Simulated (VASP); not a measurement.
# Ti (P6/mmm) in VASP: settings compared

Aim: see how the results for Ti move with the level of theory and the settings. Levels: BLYP+D3(BJ), LDA, PBEsol. Tasks: single point, relaxation of cell and atoms.

Everything below comes from runs of VASP 6.6.1. Logs are shortened: lines on timing, memory, paths and dates and some standing lists are left out, and cuts for length are marked.

**1. The cell of the first run**

The structure is hexagonal, space group P6/mmm (No. 191). Conventional cell: a = 4.405 Å, b = 4.405 Å, c = 2.744 Å, α = 90.00°, β = 90.00°, γ = 120.00°. Within 3.6 Å of Ti (site symmetry 6/mmm) lie 14 Ti at 2.74 to 2.89 Å. Within 3.4 Å of Ti (site symmetry -6m2) lie 11 Ti at 2.54 to 2.89 Å.

This isn't the form of Ti at room conditions, which is hcp.

**2. Single point, BLYP+D3(BJ)**

Contents of INCAR:

```
SYSTEM = Ti
PREC = Accurate
ENCUT = 520
EDIFF = 1E-7
ISMEAR = 1
SIGMA = 0.1
LREAL = .False.
LASPH = .True.
NELM = 80
ALGO = Normal
ISIF = 2
LWAVE = .False.
LCHARG = .True.
GGA = B5
ALDAX = 1.0
AGGAX = 1.0
AGGAC = 1.0
ALDAC = 0.0
IVDW = 12
VDW_S6 = 1.0
VDW_S8 = 2.6996
VDW_A1 = 0.4298
VDW_A2 = 4.2359
LELF = .True.
LVHAR = .True.
NBANDS = 25
```

Contents of KPOINTS:

```
Automatic mesh
0
Gamma
  7 7 10
  0 0 0
```

Contents of POSCAR:

```
Ti
1.0
    4.4048807148      0.0000000000      0.0000000000
   -2.2024403574      3.8147385997      0.0000000000
    0.0000000000      0.0000000000      2.7436586602
Ti
3
Direct
    0.0000000000      0.0000000000      0.0000000000
    0.3333333333      0.6666666667      0.5000000000
    0.6666666667      0.3333333333      0.5000000000
```

Potentials or basis: VASP PAW PBE potentials, release 64 (Ti_sv).

Launch:

```sh
$ cat potpaw_PBE.64/Ti_sv/POTCAR > POTCAR
$ mpirun -np 1 vasp_std > vasp.out
```

OUTCAR:

```text
SYSTEM = Ti
   PREC = Accurate
   ENCUT = 520
   EDIFF = 1E-7
   ISMEAR = 1
   LREAL = .False.
   LASPH = .True.
   NELM = 80
   ISIF = 2
   GGA = B5
   IVDW = 12
 IVDW          = 12

 ion  position               nearest neighbor table
   1  0.000  0.000  0.000-   2 2.89   3 2.89   2 2.89   3 2.89   3 2.89   3 2.89   2 2.89   2 2.89
                             3 2.89   3 2.89   2 2.89   2 2.89
   2  0.333  0.667  0.500-   3 2.54   3 2.54   3 2.54   1 2.89   1 2.89   1 2.89   1 2.89   1 2.89
                             1 2.89
   3  0.667  0.333  0.500-   2 2.54   2 2.54   2 2.54   1 2.89   1 2.89   1 2.89   1 2.89   1 2.89
                             1 2.89

  LATTYP: Found a hexagonal cell.
 ALAT       =     4.4048807148
 C/A-ratio  =     0.6228678681

  Lattice vectors:

 A1 = (   4.4048807148,   0.0000000000,   0.0000000000)
 A2 = (  -2.2024403574,   3.8147385997,   0.0000000000)
 A3 = (   0.0000000000,   0.0000000000,   2.7436586602)

Analysis of symmetry for initial positions (statically):
=====================================================================
 Subroutine PRICEL returns:
 Original cell was already a primitive cell.

 Routine SETGRP: Setting up the symmetry group for a
 hexagonal supercell.

 Subroutine GETGRP returns: Found 24 space group operations
 (whereof 24 operations were pure point group operations)
 out of a pool of 24 trial point group operations.

The static configuration has the point symmetry D_6h.

Analysis of symmetry for dynamics (positions and initial velocities):
=====================================================================
 Subroutine PRICEL returns:
 Original cell was already a primitive cell.

 Routine SETGRP: Setting up the symmetry group for a
 hexagonal supercell.

 Subroutine GETGRP returns: Found 24 space group operations
 (whereof 24 operations were pure point group operations)
 out of a pool of 24 trial point group operations.

The dynamic configuration has the point symmetry D_6h.

 Subroutine INISYM returns: Found 24 space group operations
 (whereof 24 operations are pure point group operations),
 and found     1 'primitive' translations

----------------------------------------------------------------------------------------

                                     Primitive cell

  volume of cell :      46.1030

  direct lattice vectors                    reciprocal lattice vectors
     4.404880715  0.000000000  0.000000000     0.227020904  0.131070580  0.000000000
    -2.202440357  3.814738600  0.000000000     0.000000000  0.262141160  0.000000000
     0.000000000  0.000000000  2.743658660     0.000000000  0.000000000  0.364476826

  length of vectors
     4.404880715  4.404880715  2.743658660     0.262141160  0.262141160  0.364476826
[... 87 lines left out ...]
   IBRION =     -1    ionic relax: 0-MD 1-quasi-New 2-CG
   NFREE  =      0    steps in history (QN), initial steepest desc. (CG)
   ISIF   =      2    stress and relaxation
   ISYM   =      2    0-nonsym 1-usesym 2-fastsym
   POTIM  = 0.5000    time-step for ionic-motion
   TEBEG  =    0.0;   TEEND  =   0.0 temperature during run
   PSTRESS=    0.0 pullay stress
   NELECT =      36.0000    total number of electrons
   NUPDOWN=      -1.0000    fix difference up-down
   EMIN   =  10.00;   EMAX   =-10.00  energy-range for DOS
   EFERMI =   0.00;   METHOD = LEGACY
   ISMEAR =     1;   SIGMA  =   0.10  broadening in eV -4-tet -1-fermi 0-gaus
   EFERMI_NEDOS =   21; number of points for ismear=-14 and -15
   IALGO  =     38    algorithm
   IMIX   =      4    mixing-type and parameters
     AMIX     =   0.40;   BMIX     =  1.00
     AMIX_MAG =   1.60;   BMIX_MAG =  1.00
  volume/ion in A,a.u.               =      15.37       103.71
  Fermi-wavevector in a.u.,A,eV,Ry     =   1.507530  2.848819 30.921240  2.272647
  Thomas-Fermi vector in A             =   2.618104
   LORBIT       =      0    0 simple, 1 ext, 2 COOP (PROOUT), +10 PAW based schemes
   GGA     = B5    functional components
   LHFCALC =     F    Hartree Fock is set to
   AEXX    =    0.0000 exact exchange contribution
   IVDW    =    12    specifies the selected vdW correction
   LEPSILON=     F    determine dielectric tensor
   LRPA    =     F    only Hartree local field effects (RPA)
 non-spin polarized calculation
 Methfessel and Paxton  Order N= 1 SIGMA  =   0.10
  energy-cutoff  :      520.00
  volume of cell :       46.10
 maximum number of plane-waves:      1266
 NGX is ok and might be reduce to    36
   NGX = 17   NGY = 17   NGZ = 11

 number of electron      36.0000000 magnetization

 Free energy of the ion-electron system (eV)
  ---------------------------------------------------
  ext. energy  EPLUGINS =         0.00000000
  ---------------------------------------------------
  free energy    TOTEN  =       -19.98721963 eV

  energy without entropy =      -19.98660038  energy(sigma->0) =      -19.98701322

 E-fermi :  10.0724     XC(G=0): -11.5383

 val. band max:       10.0621476592   @ k =   0.2857   0.2857   0.4000
 cond. band min:      10.0827001546   @ k =   0.2857   0.1429   0.1000
 fundamental gap:      0.0205524954
 Fermi energy:        10.0723956315

 k-point     1 :       0.0000    0.0000    0.0000
  band No.  band energies     occupation
      1     -46.4607      2.00000
      2     -46.1856      2.00000
      3     -45.9502      2.00000
      4     -22.9836      2.00000
      5     -22.9836      2.00000
      6     -22.9399      2.00000
[... 661 lines left out ...]
     24      12.8394      0.00000
     25      12.8778      0.00000

 [... further k-points ...]

------------------------ aborting loop because EDIFF is reached ----------------------------------------

 Edisp (eV)   -4.85140

 E8    (eV) :    -3.7058

  FORCE on cell =-STRESS in cart. coord.  units (eV):
  Direction    XX          YY          ZZ          XY          YZ          ZX
  --------------------------------------------------------------------------------------
  -------------------------------------------------------------------------------------
  Total      -0.06049    -0.06049    -0.01766     0.00000     0.00000     0.00000
  in kB      -2.10229    -2.10229    -0.61367     0.00000     0.00000     0.00000
  external pressure =       -1.61 kB  Pullay stress =        0.00 kB

 VOLUME and BASIS-vectors are now :
 -----------------------------------------------------------------------------
  energy-cutoff  :      520.00
  volume of cell :       46.10
      direct lattice vectors                 reciprocal lattice vectors
     4.404880715  0.000000000  0.000000000     0.227020904  0.131070580  0.000000000
    -2.202440357  3.814738600  0.000000000     0.000000000  0.262141160  0.000000000
     0.000000000  0.000000000  2.743658660     0.000000000  0.000000000  0.364476826

 POSITION                                       TOTAL-FORCE (eV/Angst)
 -----------------------------------------------------------------------------------
      0.00000      0.00000      0.00000        -0.000000      0.000000      0.000000
     -0.00000      2.54316      1.37183        -0.000000      0.000000     -0.000000
      2.20244      1.27158      1.37183         0.000000      0.000000      0.000000
 -----------------------------------------------------------------------------------
    total drift:                                0.000000      0.000000     -0.000000

  FREE ENERGIE OF THE ION-ELECTRON SYSTEM (eV)
  ---------------------------------------------------
  free  energy   TOTEN  =       -24.8386201157 eV

  energy  without entropy=      -24.8380008683  energy(sigma->0) =      -24.83841370
```

OSZICAR:

```text
N       E                     dE             d eps       ncg     rms          rms(c)
DAV:   1     0.440772086589E+03    0.44077E+03   -0.18780E+04  2400   0.184E+03
DAV:   2     0.271433252485E+02   -0.41363E+03   -0.40613E+03  2425   0.524E+02
DAV:   3    -0.186115141206E+02   -0.45755E+02   -0.44530E+02  4322   0.150E+02
DAV:   4    -0.219330804740E+02   -0.33216E+01   -0.33047E+01  3343   0.386E+01
DAV:   5    -0.220793908873E+02   -0.14631E+00   -0.14621E+00  3755   0.671E+00    0.160E+01
DAV:   6    -0.199847752284E+02    0.20946E+01   -0.79983E+00  3243   0.292E+01    0.503E+00
DAV:   7    -0.203855463926E+02   -0.40077E+00   -0.46864E+00  3562   0.198E+01    0.579E+00
DAV:   8    -0.199470959834E+02    0.43845E+00   -0.22725E+00  3751   0.102E+01    0.225E+00
DAV:   9    -0.199892983560E+02   -0.42202E-01   -0.22838E-01  2825   0.459E+00    0.589E-01
DAV:  10    -0.199866699286E+02    0.26284E-02   -0.22681E-02  3292   0.136E+00    0.162E-01
DAV:  11    -0.199873193876E+02   -0.64946E-03   -0.44848E-03  3193   0.439E-01    0.592E-02
DAV:  12    -0.199872370377E+02    0.82350E-04   -0.28808E-04  3346   0.155E-01    0.377E-02
DAV:  13    -0.199872190065E+02    0.18031E-04   -0.58003E-05  3036   0.656E-02    0.569E-03
DAV:  14    -0.199872186978E+02    0.30868E-06   -0.64071E-06  3642   0.237E-02    0.171E-03
DAV:  15    -0.199872199061E+02   -0.12083E-05   -0.39482E-07  2785   0.693E-03    0.996E-04
DAV:  16    -0.199872196765E+02    0.22959E-06   -0.71294E-08  1516   0.382E-03    0.197E-04
DAV:  17    -0.199872196309E+02    0.45664E-07   -0.14712E-08  1404   0.116E-03
   1 F= -.24838620E+02 E0= -.24838414E+02  d E =-.619247E-03
```

stdout:

```text
POSCAR found type information on POSCAR Ti
 POSCAR found :  1 types and       3 ions
 scaLAPACK will be used
 -----------------------------------------------------------------------------
|                                                                             |
|                                                                             |
|     You enforced a specific xc type in the INCAR file but a different       |
|     I HOPE YOU KNOW WHAT YOU ARE DOING!                                     |
|                                                                             |
 -----------------------------------------------------------------------------

 LDA part: xc-table for (Slater(with rela. corr.)+VWN5), standard interpolation
 POSCAR, INCAR and KPOINTS ok, starting setup
 FFT: planning ... GRIDC
 FFT: planning ... GRID_SOFT
 FFT: planning ... GRID
 WAVECAR not read
 entering main loop
```

Wall time 74 s (1 thread of Intel Xeon 6975P-C (Granite Rapids), shared host); peak memory 0.19 GiB.

Results:

```yaml
Free_energy: -24.8386 eV
Pressure: -0.2 GPa
Band_gap_on_the_k_mesh: zero (bands 18 and 19 overlap by 0.35 eV)
Dispersion_energy_per_atom: -1.617 eV
```

Stress tensor (GPa, compression positive):
```
-0.21  0.00  0.00
 0.00 -0.21  0.00
 0.00  0.00 -0.06
```

Caveat: the dispersion term is far too large for a dense solid, which distorts pressure and volume; the PAW data sets were made with another functional, which shifts forces and pressure a little.

**3. Single point, LDA**

This run uses another cell than the first one, of 15.84 Å³/atom.

Contents of INCAR:

```
SYSTEM = Ti
ALGO     = Normal         ! electronic algorithm
EDIFF    = 1E-7           ! SCF threshold, eV
ENCUT    = 520            ! plane-wave cutoff, eV
ISIF     = 2              ! what is computed and relaxed
ISMEAR   = 1              ! smearing method
LASPH    = .TRUE.         ! aspherical terms in the spheres
LCHARG   = .FALSE.        ! write CHGCAR
LREAL    = .FALSE.        ! projectors in reciprocal space
LWAVE    = .FALSE.        ! write WAVECAR
NBANDS   = 25             ! bands
NELM     = 80             ! most SCF steps
PREC     = Accurate       ! precision mode
SIGMA    = 0.1            ! smearing width, eV
```

Contents of KPOINTS:

```
k-points
0
G
  7 7 10
  0 0 0
```

Contents of POSCAR:

```
Ti
1.0
    4.4504862196      0.0000000000      0.0000000000
   -2.2252431098      3.8542341253      0.0000000000
    0.0000000000      0.0000000000      2.7702600406
Ti
3
Direct
    0.0000000000      0.0000000000      0.0000000000
    0.3333333333      0.6666666667      0.5000000000
    0.6666666667      0.3333333333      0.5000000000
```

Potentials or basis: VASP PAW LDA potentials, release 64 (Ti_sv).

Launch:

```sh
$ cat potpaw_LDA.64/Ti_sv/POTCAR > POTCAR
$ mpirun -np 1 vasp_std > vasp.out
```

It took 72 s on 1 thread of Intel Xeon 6975P-C (Granite Rapids), shared host; peak memory 0.17 GiB.

Results (log left out):

```
Free energy            : -25.7225 eV
Pressure               : -0.1 GPa
Band gap on the k mesh : zero (bands 18 and 19 overlap by 0.34 eV)
```

Stress tensor (GPa, compression positive):
```
-0.15  0.00  0.00
 0.00 -0.15  0.00
 0.00  0.00 -0.01
```

Levels at points of the mesh, in eV from the Fermi level:
```tsv
k point	band 14	band 15	band 16	band 17	band 18	band 19	band 20	band 21	band 22	band 23
(0.00, 0.00, 0.00)	-2.20	-0.72	-0.72	-0.61	-0.61	-0.02	0.70	1.33	1.33	1.87
(0.00, 0.00, 0.50)	-2.38	-2.20	-1.82	-1.82	-1.68	1.11	1.11	1.32	1.32	3.17
```

**4. Single point, PBEsol**

This run uses another cell than the first one, of 16.46 Å³/atom.

Contents of INCAR:

```
SYSTEM = Ti
  PREC = Accurate
  ENCUT = 520
  EDIFF = 1E-7
  ISMEAR = 1
  SIGMA = 0.1
  LREAL = .FALSE.
  LASPH = .TRUE.
  NELM = 60
  ALGO = Normal
  ISIF = 2
  LWAVE = .FALSE.
  LCHARG = .FALSE.
  GGA = PS
  NBANDS = 25
```

Contents of KPOINTS:

```
regular mesh
0
G
  7 7 10
  0 0 0
```

Contents of POSCAR:

```
Ti
1.0
    4.5142651922      0.0000000000      0.0000000000
   -2.2571325961      3.9094683358      0.0000000000
    0.0000000000      0.0000000000      2.7981742582
Ti
3
Direct
    0.0000000000      0.0000000000      0.0000000000
    0.3333333333      0.6666666667      0.5000000000
    0.6666666667      0.3333333333      0.5000000000
```

Potentials or basis: VASP PAW PBE potentials, release 64 (Ti_sv).

Launch:

```sh
$ cat potpaw_PBE.64/Ti_sv/POTCAR > POTCAR
$ mpirun -np 1 vasp_std > vasp.out
```

It took 76 s on 1 thread of Intel Xeon 6975P-C (Granite Rapids), shared host; peak memory 0.19 GiB.

Results (log left out):

- Free energy: -25.0609 eV
- Pressure: -0.2 GPa
- Band gap on the k mesh: zero (bands 18 and 19 overlap by 0.30 eV)

Stress tensor (GPa, compression positive):
```
-0.26  0.00  0.00
 0.00 -0.26  0.00
 0.00  0.00 -0.16
```

Levels at points of the mesh, in eV from the Fermi level:
```
           k point  band 14  band 15  band 16  band 17  band 18  band 19  band 20  band 21  band 22  band 23
(0.00, 0.00, 0.00)    -2.07    -0.73    -0.73    -0.63    -0.63    -0.03     0.69     1.32     1.32     1.86
(0.00, 0.00, 0.50)    -2.23    -2.23    -1.75    -1.72    -1.72     1.08     1.08     1.29     1.29     3.07
```

Caveat: the PAW data sets were made with another functional, which shifts forces and pressure a little.

(Continued in part 2 of 2.)

The gap in the log of VASP goes by the Fermi energy; the results here count the filled bands.